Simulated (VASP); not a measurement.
# P (Cmce) in VASP: further runs

The runs below take P through single point, with revPBE, PBE, revPBE+D3(BJ), revPBE+D4.

Everything below comes from runs of VASP 6.6.1. Logs are shortened: lines on timing, memory, paths and dates and some standing lists are left out, and cuts for length are marked.

### Step 1. The cell of the first run

Symmetry: Cmce, No. 64, orthorhombic system. Conventional cell: a = 3.295 Å, b = 10.930 Å, c = 4.544 Å, α = 90.00°, β = 90.00°, γ = 90.00°. Within 2.9 Å of P (site symmetry m) lie 3 P at 2.20 to 2.25 Å.

### Step 2. Single point, revPBE

File INCAR:

```
SYSTEM = P
PREC = Accurate ; ENCUT = 520
EDIFF = 1E-6 ; ISMEAR = -1
SIGMA = 0.05 ; LREAL = .False.
LASPH = .True. ; NELM = 80
ALGO = Normal ; ISIF = 2
LWAVE = .False. ; LCHARG = .True.
GGA = RE ; LELF = .True.
LVHAR = .True. ; NBANDS = 18
```

File KPOINTS:

```
regular mesh
0
Gamma
  5 5 4
  0 0 0
```

File POSCAR:

```
P
1.0
    1.6477431241     -5.4650377251      0.0000000000
    1.6477431241      5.4650377251      0.0000000000
    0.0000000000      0.0000000000      4.5436355900
P
4
Direct
    0.9041431300      0.0958568700      0.5888151700
    0.0958568700      0.9041431300      0.4111848300
    0.5958568700      0.4041431300      0.0888151700
    0.4041431300      0.5958568700      0.9111848300
```

Potentials or basis: VASP PAW PBE potentials, release 64 (P).

The run is started by

```bash
$ cat potpaw_PBE.64/P/POTCAR > POTCAR
$ mpirun -np 1 vasp_std > vasp.out
```

OUTCAR:

```text
SYSTEM = P
   PREC = Accurate
   ENCUT = 520
   EDIFF = 1E-6
   ISMEAR = -1
   LREAL = .False.
   LASPH = .True.
   NELM = 80
   ISIF = 2
   GGA = RE

 ion  position               nearest neighbor table
   1  0.904  0.096  0.589-   4 2.20   4 2.20   2 2.25
   2  0.096  0.904  0.411-   3 2.20   3 2.20   1 2.25
   3  0.596  0.404  0.089-   2 2.20   2 2.20   4 2.25
   4  0.404  0.596  0.911-   1 2.20   1 2.20   3 2.25

  LATTYP: Found a base centered orthorhombic cell.
 ALAT       =     3.2954862482
 B/A-ratio  =     3.3166806435
 C/A-ratio  =     1.3787451222

  Lattice vectors:

 A1 = (   1.6477431241,  -5.4650377251,   0.0000000000)
 A2 = (   1.6477431241,   5.4650377251,   0.0000000000)
 A3 = (   0.0000000000,   0.0000000000,   4.5436355900)

Analysis of symmetry for initial positions (statically):
=====================================================================
 Subroutine PRICEL returns:
 Original cell was already a primitive cell.

 Routine SETGRP: Setting up the symmetry group for a
 base centered orthorhombic supercell.

 Subroutine GETGRP returns: Found  8 space group operations
 (whereof  4 operations were pure point group operations)
 out of a pool of  8 trial point group operations.

The static configuration has the point symmetry C_2h.
 The point group associated with its full space group is D_2h.

Analysis of symmetry for dynamics (positions and initial velocities):
=====================================================================
 Subroutine PRICEL returns:
 Original cell was already a primitive cell.

 Routine SETGRP: Setting up the symmetry group for a
 base centered orthorhombic supercell.

 Subroutine GETGRP returns: Found  8 space group operations
 (whereof  4 operations were pure point group operations)
 out of a pool of  8 trial point group operations.

The dynamic configuration has the point symmetry C_2h.
 The point group associated with its full space group is D_2h.

 Subroutine INISYM returns: Found  8 space group operations
 (whereof  4 operations are pure point group operations),
 and found     1 'primitive' translations

----------------------------------------------------------------------------------------

                                     Primitive cell

  volume of cell :      81.8307

[... 83 lines left out ...]
   PREC   = accura    normal or accurate (medium, high low for compatibility)
   ISTART =      0    job   : 0-new  1-cont  2-samecut
   ICHARG =      2    charge: 1-file 2-atom 10-const
   ISPIN  =      1    spin polarized calculation?
   LNONCOLLINEAR =      F non collinear calculations
   LSORBIT =      F    spin-orbit coupling
   LASPH  =      T    aspherical Exc in radial PAW
   ENCUT  =  520.0 eV  38.22 Ry    6.18 a.u.  10.61 10.61  8.45*2*pi/ulx,y,z
   NELM   =     80;   NELMIN=  2; NELMDL= -5     # of ELM steps
   EDIFF  = 0.1E-05   stopping-criterion for ELM
   LREAL  =      F    real-space projection
   EDIFFG = 0.1E-04   stopping-criterion for IOM
   NSW    =      0    number of steps for IOM
   IBRION =     -1    ionic relax: 0-MD 1-quasi-New 2-CG
   NFREE  =      0    steps in history (QN), initial steepest desc. (CG)
   ISIF   =      2    stress and relaxation
   ISYM   =      2    0-nonsym 1-usesym 2-fastsym
   POTIM  = 0.5000    time-step for ionic-motion
   TEBEG  =    0.0;   TEEND  =   0.0 temperature during run
   PSTRESS=    0.0 pullay stress
   NELECT =      20.0000    total number of electrons
   NUPDOWN=      -1.0000    fix difference up-down
   EMIN   =  10.00;   EMAX   =-10.00  energy-range for DOS
   EFERMI =   0.00;   METHOD = LEGACY
   ISMEAR =    -1;   SIGMA  =   0.05  broadening in eV -4-tet -1-fermi 0-gaus
   EFERMI_NEDOS =   21; number of points for ismear=-14 and -15
   IALGO  =     38    algorithm
   IMIX   =      4    mixing-type and parameters
     AMIX     =   0.40;   BMIX     =  1.00
     AMIX_MAG =   1.60;   BMIX_MAG =  1.00
  volume/ion in A,a.u.               =      20.46       138.06
  Fermi-wavevector in a.u.,A,eV,Ry     =   1.023559  1.934246 14.254450  1.047673
  Thomas-Fermi vector in A             =   2.157299
   LORBIT       =      0    0 simple, 1 ext, 2 COOP (PROOUT), +10 PAW based schemes
   GGA     = RE    functional components
   LHFCALC =     F    Hartree Fock is set to
   AEXX    =    0.0000 exact exchange contribution
   IVDW    =     0    specifies the selected vdW correction
   LEPSILON=     F    determine dielectric tensor
   LRPA    =     F    only Hartree local field effects (RPA)
 non-spin polarized calculation
  energy-cutoff  :      520.00
  volume of cell :       81.83
 maximum number of plane-waves:      2221
   NGX = 21   NGY = 21   NGZ = 17

 number of electron      20.0000004 magnetization

 Free energy of the ion-electron system (eV)
  ---------------------------------------------------
  ext. energy  EPLUGINS =         0.00000000
  ---------------------------------------------------
  free energy    TOTEN  =       -20.31158971 eV

  energy without entropy =      -20.31140819  energy(sigma->0) =      -20.31149895

 E-fermi :   6.0529     XC(G=0):  -9.3263

 val. band max:        5.8083597129   @ k =  -0.4000   0.4000   0.0000
 cond. band min:       6.3009212201   @ k =  -0.4000   0.4000   0.0000
 fundamental gap:      0.4925615072
 Fermi energy:         6.0529399505

 k-point     1 :       0.0000    0.0000    0.0000
  band No.  band energies     occupation
      1      -9.8707      2.00000
      2      -7.1298      2.00000
      3      -3.8536      2.00000
      4      -0.8268      2.00000
      5       0.9784      2.00000
      6       1.0490      2.00000
[... 481 lines left out ...]
      5       0.2735      2.00000
      6       0.2735      2.00000
[... 10 lines left out ...]
     17      11.8550      0.00000
     18      11.8550      0.00000

 [... further k-points ...]
[... 5 lines left out ...]
  --------------------------------------------------------------------------------------
  -------------------------------------------------------------------------------------
  Total        1.7825743      1.2912596      1.4418870      0.0000000      0.0000000      0.0000000
  in kB       34.9013371     25.2818001     28.2309594      0.0000000      0.0000000      0.0000000
  external PRESSURE =      29.4713655 kB  Pullay stress =       0.0000000 kB

 VOLUME and BASIS-vectors are now :
 -----------------------------------------------------------------------------
  energy-cutoff  :      520.00
  volume of cell :       81.83
      direct lattice vectors                 reciprocal lattice vectors
     1.647743124 -5.465037725  0.000000000     0.303445357 -0.091490677  0.000000000
     1.647743124  5.465037725  0.000000000     0.303445357  0.091490677  0.000000000
     0.000000000  0.000000000  4.543635590     0.000000000  0.000000000  0.220088073

 POSITION                                       TOTAL-FORCE (eV/Angst)
 -----------------------------------------------------------------------------------
      1.64774     -4.41731      2.67536         0.000000      0.096395     -0.267057
      1.64774      4.41731      1.86827         0.000000     -0.096395      0.267057
      1.64774     -1.04772      0.40354         0.000000     -0.096395     -0.267057
      1.64774      1.04772      4.14009         0.000000      0.096395      0.267057
 -----------------------------------------------------------------------------------
    total drift:                               -0.000000     -0.000000     -0.000000

  FREE ENERGIE OF THE ION-ELECTRON SYSTEM (eV)
  ---------------------------------------------------
  free  energy   TOTEN  =       -20.3115897099 eV

  energy  without entropy=      -20.3114081872  energy(sigma->0) =      -20.31149895
```

OSZICAR:

```text
N       E                     dE             d eps       ncg     rms          rms(c)
DAV:   1     0.674928697240E+02    0.67493E+02   -0.84009E+03   972   0.944E+02
DAV:   2    -0.160144062375E+02   -0.83507E+02   -0.80328E+02  1258   0.158E+02
DAV:   3    -0.203949475202E+02   -0.43805E+01   -0.43472E+01  1310   0.363E+01
DAV:   4    -0.204459014141E+02   -0.50954E-01   -0.50902E-01  1274   0.464E+00
DAV:   5    -0.204468859006E+02   -0.98449E-03   -0.98437E-03  1226   0.623E-01    0.114E+01
DAV:   6    -0.203478808547E+02    0.99005E-01   -0.54973E-02  1184   0.126E+00    0.677E+00
DAV:   7    -0.203102832719E+02    0.37598E-01   -0.10672E-01  1126   0.181E+00    0.274E-01
DAV:   8    -0.203112559339E+02   -0.97266E-03   -0.11925E-02  1120   0.622E-01    0.167E-01
DAV:   9    -0.203114298761E+02   -0.17394E-03   -0.46896E-04  1262   0.131E-01    0.952E-02
DAV:  10    -0.203115584369E+02   -0.12856E-03   -0.13979E-04  1168   0.682E-02    0.360E-02
DAV:  11    -0.203115880846E+02   -0.29648E-04   -0.40474E-05  1170   0.413E-02    0.165E-02
DAV:  12    -0.203115898066E+02   -0.17220E-05   -0.19888E-06  1078   0.868E-03    0.504E-03
DAV:  13    -0.203115897099E+02    0.96614E-07   -0.49030E-07   550   0.440E-03
   1 F= -.20311590E+02 E0= -.20311499E+02  d E =-.181523E-03
```

Wall time 39 s (1 thread of AMD EPYC 7R13 (Zen 3), shared host); peak memory 0.19 GiB.

What came out:

```
Free energy            : -20.3116 eV
Pressure               : 2.9 GPa
Largest force          : 0.284 eV/Å
Band gap on the k mesh : 0.49 eV, direct
```

Forces on the atoms (eV/Å):
```
P    0.000  0.096 -0.267
P    0.000 -0.096  0.267
P    0.000 -0.096 -0.267
P    0.000  0.096  0.267
```

Stress tensor (GPa, compression positive):
```
3.49 0.00 0.00
0.00 2.53 0.00
0.00 0.00 2.82
```

Caveat: the PAW data sets were made with another functional, which shifts forces and pressure a little. A k mesh can miss the band edges.

### Step 3. Single point, PBE

File INCAR:

```
SYSTEM = P
PREC     = Accurate       ! precision mode
ENCUT    = 520            ! plane-wave cutoff, eV
EDIFF    = 1E-7           ! SCF threshold, eV
ISMEAR   = -1             ! smearing method
SIGMA    = 0.04           ! smearing width, eV
LREAL    = .FALSE.        ! projectors in reciprocal space
LASPH    = .TRUE.         ! aspherical terms in the spheres
NELM     = 100            ! most SCF steps
ALGO     = Normal         ! electronic algorithm
ISIF     = 2              ! what is computed and relaxed
LWAVE    = .FALSE.        ! write WAVECAR
LCHARG   = .FALSE.        ! write CHGCAR
GGA      = PE             ! functional
NBANDS   = 18             ! bands
```

File KPOINTS:

```
Automatic mesh
0
G
  6 6 4
  0 0 0
```

POSCAR is that of step 2.

Potentials or basis: VASP PAW PBE potentials, release 64 (P).

The run is started by

```bash
$ cat potpaw_PBE.64/P/POTCAR > POTCAR
$ mpirun -np 1 vasp_std > vasp.out
```

It took 92 s on 1 thread of AMD EPYC 7R13, shared host; peak memory 0.21 GiB.

The run converged. Its results:

| Quantity | Value |
| --- | --- |
| Free energy | -21.4758 eV |
| Pressure | 1.7 GPa |
| Largest force | 0.293 eV/Å |
| Band gap on the k mesh | 0.11 eV, direct |

Forces on the atoms (eV/Å):
```
P    0.000  0.114 -0.270
P    0.000 -0.114  0.270
P    0.000 -0.114 -0.270
P    0.000  0.114  0.270
```

Stress tensor (GPa, compression positive):
```
1.87 0.00 0.00
0.00 1.48 0.00
0.00 0.00 1.84
```

Levels at points of the mesh, in eV from the valence-band top:
```
           k point  band 8  band 9  band 10  band 11  band 12  band 13
(0.00, 0.00, 0.00)   -2.80   -2.59    -1.23     0.56     1.00     1.89
(0.50, 0.00, 0.00)   -3.41   -2.67    -2.67     0.65     0.65     1.47
(0.50, 0.50, 0.00)   -2.43   -1.60     0.00     0.11     0.77     2.10
(0.00, 0.00, 0.50)   -3.29   -1.68    -1.68     1.42     1.42     2.88
(0.50, 0.00, 0.50)   -5.33   -1.83    -1.83     1.65     1.65     3.41
(0.50, 0.50, 0.50)   -2.80   -1.99    -1.99     1.39     1.39     2.56
```

A k mesh can miss the band edges.

[end of part 1 of 3]
